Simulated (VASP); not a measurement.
A run of VASP 6.6.1:

Contents of POSCAR:

```
FeGe
1.0
    3.0161744220      0.0000000000      0.0000000000
    0.0000000000      3.0161744220      0.0000000000
    0.0000000000      0.0000000000      3.0161744220
Fe Ge
1 1
Direct
    0.0000000000      0.0000000000      0.0000000000
    0.4633440200      0.4507515000      0.4535288900
```

Contents of INCAR.step1:

```
SYSTEM = FeGe
PREC = Accurate
ENCUT = 520
ISMEAR = 0
SIGMA = 0.05
LREAL = .FALSE.
LASPH = .TRUE.
NELM = 150
ISPIN = 2
MAGMOM = 2 0
LMAXMIX = 4
NBANDS = 22
GGA = PE
ALGO = Normal
EDIFF = 1E-4
LWAVE = .TRUE.
LCHARG = .FALSE.
```

The input INCAR.step2:

```
SYSTEM = FeGe
PREC = Accurate
ENCUT = 520
EDIFF = 1E-7
ISMEAR = 0
SIGMA = 0.05
LREAL = .FALSE.
LASPH = .TRUE.
NELM = 150
ALGO = Normal
ISIF = 2
LWAVE = .FALSE.
LCHARG = .FALSE.
ISPIN = 2
MAGMOM = 2 0
LORBIT = 11
LMAXMIX = 4
METAGGA = R2SCAN
LMIXTAU = .TRUE.
NBANDS = 22
ISTART = 1
```

Contents of KPOINTS:

```
regular mesh
0
G
  3 3 3
  0 0 0
```

Potentials or basis: VASP PAW PBE potentials, release 64 (Fe, Ge_d).

Command:

```bash
$ cat potpaw_PBE.64/Fe/POTCAR potpaw_PBE.64/Ge_d/POTCAR > POTCAR
$ cp INCAR.step1 INCAR
$ mpirun -np 1 vasp_std > vasp.out
$ cp INCAR.step2 INCAR
$ mpirun -np 1 vasp_std > vasp.out
```

Hardware: 1 thread of Intel(R) Xeon(R) 6975P-C (Granite Rapids), on a shared host.

Estimate the wall time of this run.

It took 26 s on 1 thread of Intel(R) Xeon(R) 6975P-C (Granite Rapids), on a shared host, peak memory 0.16 GiB. Counts: k points 14.
